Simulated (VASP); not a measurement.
A run of VASP 6.6.1:

Contents of INCAR:

```
PREC     = Accurate       # precision mode
ENCUT    = 520            # plane-wave cutoff, eV
EDIFF    = 1E-7           # SCF threshold, eV
ISMEAR   = 0              # smearing method
SIGMA    = 0.05           # smearing width, eV
LREAL    = F              # projectors in reciprocal space
LASPH    = T              # aspherical terms in the spheres
NELM     = 80             # most SCF steps
ALGO     = Normal         # electronic algorithm
ISIF     = 2              # what is computed and relaxed
LWAVE    = F              # write WAVECAR
LCHARG   = T              # write CHGCAR
LELF     = T              # ELF
LVHAR    = T            
NBANDS   = 31             # bands
```

Contents of KPOINTS:

```
regular mesh
0
Gamma
  6 6 8
```

File POSCAR:

```
HfO2
1.0
    4.7888991444      0.0000000000      0.0000000000
    0.0000000000      4.7888991444      0.0000000000
    0.0000000000      0.0000000000      3.1858186407
Hf O
2 4
Direct
    0.0000000000      0.0000000000      0.0069324922
    0.5000000000      0.5000000000      0.4930675078
    0.1951075730      0.8048924270      0.4058326811
    0.3048924270      0.3048924270      0.0941673189
    0.6951075730      0.6951075730      0.0941673189
    0.8048924270      0.1951075730      0.4058326811
```

Potentials or basis: VASP PAW LDA potentials, release 64 (Hf_pv, O).

Run with:

```sh
$ cat potpaw_LDA.64/Hf_pv/POTCAR potpaw_LDA.64/O/POTCAR > POTCAR
$ mpirun -np 1 vasp_std > vasp.out
```

Hardware: 1 thread of AMD EPYC 9R45 96-Core Processor (Zen 5) (shared host).

Problem. Estimate the wall time of this run.

Solution. Wall time 59 s on 1 thread of AMD EPYC 9R45 96-Core Processor (Zen 5), with other jobs on the host, peak memory 0.18 GiB. Counts: scf iterations 15, k points 50.
